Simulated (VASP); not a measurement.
Here is a VASP 6.6.1 calculation.

INCAR

```
SYSTEM = LaAgS2
  ALGO = Normal
  EDIFF = 1E-6
  EDIFFG = -0.005
  ENCUT = 600
  GGA = PS
  IBRION = 2
  ISIF = 3
  ISMEAR = -1
  LASPH = .True.
  LCHARG = .False.
  LREAL = .False.
  LWAVE = .False.
  NELM = 100
  NSW = 80
  PREC = Accurate
  SIGMA = 0.02
```

The input KPOINTS:

```
k-points
0
Gamma
  6 6 6
  0 0 0
```

Contents of POSCAR:

```
LaAgS2
1.0
    2.1355079190      1.2329360719      5.9211700121
   -2.1355079190      1.2329360719      5.9211700121
    0.0000000000     -2.4658721438      5.9211700121
Ag La S
1 1 2
Direct
    1.0000000000      0.0000000000      0.0000000000
    0.5000000000      0.5000000000      0.5000000000
    0.2514066203      0.2514066203      0.2514066203
    0.7485933797      0.7485933797      0.7485933797
```

Potentials or basis: VASP PAW PBE potentials, release 64 (Ag, La, S).

Launch:

```console
$ cat potpaw_PBE.64/Ag/POTCAR potpaw_PBE.64/La/POTCAR potpaw_PBE.64/S/POTCAR > POTCAR
$ mpirun -np 1 vasp_std > vasp.out
```

Estimate the relaxed volume.

21.89 Å³/atom.

What does it give for the space group after relaxing (to 0.05 Å)?

R-3m (No. 166).

The path:
| step | energy change (eV) | largest force (eV/Å) | pressure (GPa) | volume (Å³) |
| --- | --- | --- | --- | --- |
| 1 | 0.0000 | 0.0320 | -3.66 | 93.54 |
| 2 | -0.0429 | 0.3362 | 2.14 | 86.49 |
| 3 | -0.0575 | 0.2324 | 0.00 | 88.75 |
| 4 | -0.0642 | 0.1675 | 0.01 | 88.44 |
| 5 | -0.0727 | 0.0268 | 0.11 | 87.49 |
| 6 | -0.0730 | 0.0259 | -0.17 | 87.76 |
| 7 | -0.0730 | 0.0249 | -0.16 | 87.74 |
| 8 | -0.0732 | 0.0057 | -0.04 | 87.62 |
| 9 | -0.0733 | 0.0062 | 0.00 | 87.56 |
| 10 | -0.0733 | 0.0044 | -0.01 | 87.56 |

Caveat: the PAW data sets were made with another functional, which shifts forces and pressure a little.
